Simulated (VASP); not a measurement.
# MnO2: single point with LDA

MnO2:

```
CELL_PARAMETERS angstrom
2.81121 0.00000 0.00000
-1.40560 2.43458 0.00000
0.00000 0.00000 9.68033
ATOMIC_POSITIONS crystal
Mn 0.00000 0.00000 0.50000
Mn 0.00000 0.00000 0.00000
O 0.66667 0.33333 0.40283
O 0.66667 0.33333 0.09717
O 0.33333 0.66667 0.59717
O 0.33333 0.66667 0.90283
```

* Program: VASP 6.6.1
* Task: single point
* Functional: LDA
* Potentials or basis: VASP PAW LDA potentials, release 64 (Mn_sv, O)
* Cutoff: 700 eV
* k mesh: 11 × 11 × 3
* Occupations: fermi-dirac, width 0.05 eV
* Spin: collinear spin, ferromagnetic start
* Starting moments: [4.0, 4.0, 0.0, 0.0, 0.0, 0.0] μB

* Pressure: 0.0 GPa
* Largest force: 0.028 eV/Å
* Band gap on the k mesh: 0.18 eV (least direct gap 0.20 eV)
* Net moment: 5.99 μB per cell
* Site moments: Mn +2.63; O +0.08 μB
* Valence electrons inside the program's atomic spheres: Mn 12.86; O 4.99

Forces on the atoms (eV/Å):
```
Mn   0.000  0.000  0.000
Mn   0.000  0.000  0.000
O    0.000  0.000 -0.028
O    0.000  0.000  0.028
O    0.000  0.000  0.028
O    0.000  0.000 -0.028
```

Stress tensor (GPa, compression positive):
```
 0.12  0.00  0.00
 0.00  0.12  0.00
 0.00  0.00 -0.30
```

Levels at points of the mesh, in eV from the valence-band top:
Spin up:
```csv
k point,band 26,band 27,band 28,band 29,band 30,band 31,band 32,band 33,band 34,band 35
"(0.00, 0.00, 0.00)",-1.85,-1.85,-1.82,-0.38,-0.02,2.76,2.76,2.81,2.81,6.63
```
Spin down:
| k point | band 22 | band 23 | band 24 | band 25 | band 26 | band 27 |
| --- | --- | --- | --- | --- | --- | --- |
| (0.00, 0.00, 0.00) | -1.67 | -1.67 | -1.59 | 0.18 | 0.18 | 0.18 |

Run time: 8 min on 1 thread of AMD EPYC 7R43 64-Core Processor (Zen 3) (shared host), peak memory 0.27 GiB.

Caveat: the run started ferromagnetic, and an antiferromagnetic order may lie lower in energy. A k mesh can miss the band edges.
